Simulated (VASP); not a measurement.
# Bi in VASP: notebook

The runs below take Bi through electric field gradients, with PBE.

Program: VASP 6.6.1. These are calculated values, not measurements. Logs are shortened: lines on timing, memory, paths and dates and some standing lists are left out, and cuts for length are marked.

### 1 The cell of the first run

The typed cell holds 2 atoms: a = 4.539 Å, b = 4.559 Å, c = 11.829 Å, α = 90.21°, β = 90.57°, γ = 120.43°.

### 2 Electric field gradients, PBE (equal xy, yz and zx shear strains of -1 %)

File INCAR:

```
SYSTEM = Bi
PREC = Accurate
ENCUT = 520
EDIFF = 1E-8
ISMEAR = -1
SIGMA = 0.03
LREAL = .False.
LASPH = .True.
NELM = 80
ALGO = Normal
ISIF = 2
LWAVE = .False.
LCHARG = .False.
GGA = PE
LEFG = .True.
NBANDS = 22
```

File KPOINTS:

```
Automatic mesh
0
Gamma
  9 9 3
  0 0 0
```

File POSCAR:

```
Bi
1.0
    4.5390002997     -0.0226950015     -0.0226950015
   -2.2891545977      3.9422370682     -0.0083069471
   -0.0591450000     -0.0591450000     11.8290000000
Bi
2
Direct
    0.3333333333      0.6666666667      0.2500000000
    0.6666666667      0.3333333333      0.7500000000
```

Potentials or basis: VASP PAW PBE potentials, release 64 (Bi_d).

On the command line:

```sh
$ cat potpaw_PBE.64/Bi_d/POTCAR > POTCAR
$ mpirun -np 1 vasp_std > vasp.out
```

OUTCAR:

```text
SYSTEM = Bi
   PREC = Accurate
   ENCUT = 520
   EDIFF = 1E-8
   ISMEAR = -1
   LREAL = .False.
   LASPH = .True.
   NELM = 80
   ISIF = 2
   GGA = PE

 ion  position               nearest neighbor table
   1  0.333  0.667  0.250-
   2  0.667  0.333  0.750-

  LATTYP: Found a triclinic cell.
 ALAT       =     4.5194664305
 B/A-ratio  =     1.0043472704
 C/A-ratio  =     2.6174097990
 COS(alpha) =     0.0099745013
 COS(beta)  =     0.0136846555
 COS(gamma) =     0.4934979113

  Lattice vectors:

 A1 = (   2.2498457020,   3.9195420667,  -0.0310019486)
 A2 = (   4.5390002997,  -0.0226950015,  -0.0226950015)
 A3 = (   0.0591450000,   0.0591450000, -11.8290000000)

Analysis of symmetry for initial positions (statically):
=====================================================================
 Subroutine PRICEL returns:
 Original cell was already a primitive cell.

 Routine SETGRP: Setting up the symmetry group for a
 triclinic supercell.

 Subroutine GETGRP returns: Found  2 space group operations
 (whereof  2 operations were pure point group operations)
 out of a pool of  2 trial point group operations.

The static configuration has the point symmetry S_2 .

Analysis of symmetry for dynamics (positions and initial velocities):
=====================================================================
 Subroutine PRICEL returns:
 Original cell was already a primitive cell.

 Routine SETGRP: Setting up the symmetry group for a
 triclinic supercell.

 Subroutine GETGRP returns: Found  2 space group operations
 (whereof  2 operations were pure point group operations)
 out of a pool of  2 trial point group operations.

The dynamic configuration has the point symmetry S_2 .

 Subroutine INISYM returns: Found  2 space group operations
 (whereof  2 operations are pure point group operations),
 and found     1 'primitive' translations

----------------------------------------------------------------------------------------

                                     Primitive cell

  volume of cell :     211.0408

  direct lattice vectors                    reciprocal lattice vectors
     4.539000300 -0.022695001 -0.022695001     0.220963118  0.128311219  0.001746372
    -2.289154598  3.942237068 -0.008306947     0.001278433  0.254408127  0.001278433
    -0.059145000 -0.059145000 11.829000000     0.000424835  0.000424835  0.084542248

  length of vectors
     4.539113773  4.558676439 11.829295721     0.255522050  0.254414552  0.084544383

  position of ions in fractional coordinates (direct lattice)
     0.333333333  0.666666667  0.250000000
     0.666666667  0.333333333  0.750000000

  ion indices of the primitive-cell ions
   primitive index   ion index
                 1           1
                 2           2

----------------------------------------------------------------------------------------

 KPOINTS: Automatic mesh

Automatic generation of k-mesh.
 Grid dimensions read from file:
 generate k-points for:    9    9    3

 Generating k-lattice:

  Cartesian coordinates                     Fractional coordinates (reciprocal lattice)
     0.024551458  0.014256802  0.000194041     0.111111111  0.000000000  0.000000000
     0.000142048  0.028267570  0.000142048    -0.000000000  0.111111111 -0.000000000
     0.000141612  0.000141612  0.028180749     0.000000000 -0.000000000  0.333333333

  Length of vectors
     0.028391339  0.028268284  0.028181461

  Shift w.r.t. Gamma in fractional coordinates (k-lattice)
     0.000000000  0.000000000  0.000000000

 Subroutine IBZKPT returns following result:
 ===========================================

 Found    122 irreducible k-points:

 Following reciprocal coordinates:
            Coordinates               Weight
  0.000000  0.000000  0.000000      1.000000
  0.111111 -0.000000  0.000000      2.000000
  0.222222 -0.000000 -0.000000      2.000000
  0.333333  0.000000  0.000000      2.000000
  0.444444 -0.000000 -0.000000      2.000000
 -0.000000  0.111111 -0.000000      2.000000
[... 16 lines left out ...]
 -0.111111  0.222222 -0.000000      2.000000
 -0.000000  0.333333 -0.000000      2.000000
 [... further k-points ...]
   k-points           NKPTS =    122   k-points in BZ     NKDIM =    122   number of bands    NBANDS=     22
   number of dos      NEDOS =    301   number of ions     NIONS =      2
   total plane-waves  NPLWV = 116640
   dimension x,y,z NGX =    36 NGY =   36 NGZ =   90
   dimension x,y,z NGXF=    72 NGYF=   72 NGZF=  180
   ions per type =               2
   NGX,Y,Z   is equivalent  to a cutoff of  13.19, 13.13, 12.65 a.u.
   NGXF,Y,Z  is equivalent  to a cutoff of  26.37, 26.26, 25.30 a.u.
 SYSTEM =  Bi
   PREC   = accura    normal or accurate (medium, high low for compatibility)
   ISTART =      0    job   : 0-new  1-cont  2-samecut
   ICHARG =      2    charge: 1-file 2-atom 10-const
   ISPIN  =      1    spin polarized calculation?
   LNONCOLLINEAR =      F non collinear calculations
   LSORBIT =      F    spin-orbit coupling
   LASPH  =      T    aspherical Exc in radial PAW
   ENCUT  =  520.0 eV  38.22 Ry    6.18 a.u.   8.44  8.48 21.99*2*pi/ulx,y,z
   NELM   =     80;   NELMIN=  2; NELMDL= -5     # of ELM steps
   EDIFF  = 0.1E-07   stopping-criterion for ELM
   LREAL  =      F    real-space projection
   EDIFFG = 0.1E-06   stopping-criterion for IOM
   NSW    =      0    number of steps for IOM
   IBRION =     -1    ionic relax: 0-MD 1-quasi-New 2-CG
   NFREE  =      0    steps in history (QN), initial steepest desc. (CG)
   ISIF   =      2    stress and relaxation
   ISYM   =      2    0-nonsym 1-usesym 2-fastsym
   POTIM  = 0.5000    time-step for ionic-motion
   TEBEG  =    0.0;   TEEND  =   0.0 temperature during run
   PSTRESS=    0.0 pullay stress
   NELECT =      30.0000    total number of electrons
   NUPDOWN=      -1.0000    fix difference up-down
   EMIN   =  10.00;   EMAX   =-10.00  energy-range for DOS
   EFERMI =   0.00;   METHOD = LEGACY
   ISMEAR =    -1;   SIGMA  =   0.03  broadening in eV -4-tet -1-fermi 0-gaus
   EFERMI_NEDOS =   21; number of points for ismear=-14 and -15
   IALGO  =     38    algorithm
   IMIX   =      4    mixing-type and parameters
     AMIX     =   0.40;   BMIX     =  1.00
     AMIX_MAG =   1.60;   BMIX_MAG =  1.00
  volume/ion in A,a.u.               =     105.52       712.09
  Fermi-wavevector in a.u.,A,eV,Ry     =   0.854397  1.614576  9.932178  0.729994
  Thomas-Fermi vector in A             =   1.970987
   LORBIT       =      0    0 simple, 1 ext, 2 COOP (PROOUT), +10 PAW based schemes
   GGA     = PE    functional components
   LHFCALC =     F    Hartree Fock is set to
   AEXX    =    0.0000 exact exchange contribution
   IVDW    =     0    specifies the selected vdW correction
   LEPSILON=     F    determine dielectric tensor
   LRPA    =     F    only Hartree local field effects (RPA)
 non-spin polarized calculation
  energy-cutoff  :      520.00
  volume of cell :      211.04
 maximum number of plane-waves:      5739
 NGX is ok and might be reduce to    36
   NGX = 17   NGY = 17   NGZ = 43

 number of electron      29.9999992 magnetization

 Free energy of the ion-electron system (eV)
  ---------------------------------------------------
  ext. energy  EPLUGINS =         0.00000000
  ---------------------------------------------------
  free energy    TOTEN  =        -3.22161757 eV

  energy without entropy =       -3.19948903  energy(sigma->0) =       -3.21055330

 E-fermi :  -1.0507     XC(G=0):  -5.3155

 val. band max:       -1.0510016968   @ k =  -0.4444   0.1111   0.3333
 cond. band min:      -1.0500070098   @ k =  -0.1111   0.4444   0.3333
 fundamental gap:      0.0009946870
 Fermi energy:        -1.0506895349

 k-point     1 :       0.0000    0.0000    0.0000
  band No.  band energies     occupation
      1     -23.8737      2.00000
      2     -23.8737      2.00000
      3     -23.8699      2.00000
      4     -23.8699      2.00000
      5     -23.8680      2.00000
      6     -23.8680      2.00000
[... 14 lines left out ...]
     21       4.6479      0.00000
     22       4.8527      0.00000

 k-point     2 :       0.1111   -0.0000    0.0000
  band No.  band energies     occupation
      1     -23.8733      2.00000
      2     -23.8733      2.00000
      3     -23.8700      2.00000
      4     -23.8700      2.00000
      5     -23.8683      2.00000
      6     -23.8683      2.00000
[... 542 lines left out ...]
 k-point    24 :      -0.0000    0.3333   -0.0000
  band No.  band energies     occupation
      1     -23.8716      2.00000
      2     -23.8716      2.00000
      3     -23.8712      2.00000
      4     -23.8712      2.00000
      5     -23.8690      2.00000
      6     -23.8690      2.00000
[... 14 lines left out ...]
     21       4.4687      0.00000
     22       4.9767      0.00000

 [... further k-points ...]

------------------------ aborting loop because EDIFF is reached ----------------------------------------

  FORCE on cell =-STRESS in cart. coord.  units (eV):
  Direction    XX          YY          ZZ          XY          YZ          ZX
  --------------------------------------------------------------------------------------
  -------------------------------------------------------------------------------------
  Total       -6.2762233     -6.2800166     -0.4505105     -0.0499662      0.0249165      0.0249679
  in kB      -47.6477684    -47.6765663     -3.4201808     -0.3793327      0.1891610      0.1895514
  external PRESSURE =     -32.9148385 kB  Pullay stress =       0.0000000 kB

 VOLUME and BASIS-vectors are now :
 -----------------------------------------------------------------------------
  energy-cutoff  :      520.00
  volume of cell :      211.04
      direct lattice vectors                 reciprocal lattice vectors
     4.539000300 -0.022695001 -0.022695001     0.220963118  0.128311219  0.001746372
    -2.289154598  3.942237068 -0.008306947     0.001278433  0.254408127  0.001278433
    -0.059145000 -0.059145000 11.829000000     0.000424835  0.000424835  0.084542248

 POSITION                                       TOTAL-FORCE (eV/Angst)
 -----------------------------------------------------------------------------------
     -0.02789      2.60581      2.94415        -0.000886      0.000011     -0.000143
      2.21859      1.25459      8.85385         0.000886     -0.000011      0.000143
 -----------------------------------------------------------------------------------
    total drift:                               -0.000000      0.000000      0.000000

  FREE ENERGIE OF THE ION-ELECTRON SYSTEM (eV)
  ---------------------------------------------------
  free  energy   TOTEN  =        -3.2216175713 eV

  energy  without entropy=       -3.1994890303  energy(sigma->0) =       -3.21055330

 Electric field gradients (V/A^2)
---------------------------------------------------------------------
 ion       V_xx      V_yy      V_zz      V_xy      V_xz      V_yz
---------------------------------------------------------------------
   1      67.518    67.370  -134.888    -4.717    -1.142    -1.140
   2      67.518    67.370  -134.888    -4.717    -1.142    -1.140
---------------------------------------------------------------------

 Electric field gradients after diagonalization (V/A^2)
 (convention: |V_zz| > |V_xx| > |V_yy|)
----------------------------------------------------------------------
 ion       V_xx      V_yy      V_zz     asymmetry (V_yy - V_xx)/ V_zz
----------------------------------------------------------------------
   1      72.162    62.739  -134.901       0.070
   2      72.162    62.739  -134.901       0.070
----------------------------------------------------------------------

           NMR quadrupolar parameters

 Cq : quadrupolar parameter    Cq=e*Q*V_zz/h
 eta: asymmetry parameters     (V_yy - V_xx)/ V_zz
 Q  : nuclear electric quadrupole moment in mb (millibarn)
----------------------------------------------------------------------
 ion       Cq(MHz)       eta       Q (mb)
----------------------------------------------------------------------
   1      -0.326       0.070       1.000
   2      -0.326       0.070       1.000
----------------------------------------------------------------------
```

Run time: 4.2 min. Hardware: 1 thread of Intel Xeon Platinum 8559C (Emerald Rapids), shared host; peak memory 0.64 GiB.

What came out:

| Property | Result |
| --- | --- |
| Free energy | -3.2216 eV |
| Pressure | -3.3 GPa |
| Band gap on the k mesh | zero (bands 15 and 16 overlap by 2.11 eV) |
| Largest electric field gradient by atom | Bi -134.9 V/Å² |

Stress tensor (GPa, compression positive):
```
-4.76 -0.04  0.02
-0.04 -4.77  0.02
 0.02  0.02 -0.34
```

Electric field gradients, principal values (V/Å²):
```tsv
atom	least	middle	greatest (by size)
1 Bi	62.739	72.162	-134.901
2 Bi	62.739	72.162	-134.901
```

Caveat: the cell differs from its parent crystal (equal xy, yz and zx shear strains of -1 %); the cell stands under tension; without QUAD_EFG the Cq values of the log hold for a quadrupole moment of 1 mb, not for the nuclei; spin-orbit coupling is left out, which moves the levels of the heavy elements.

(Part 1 of 3 ends here.)
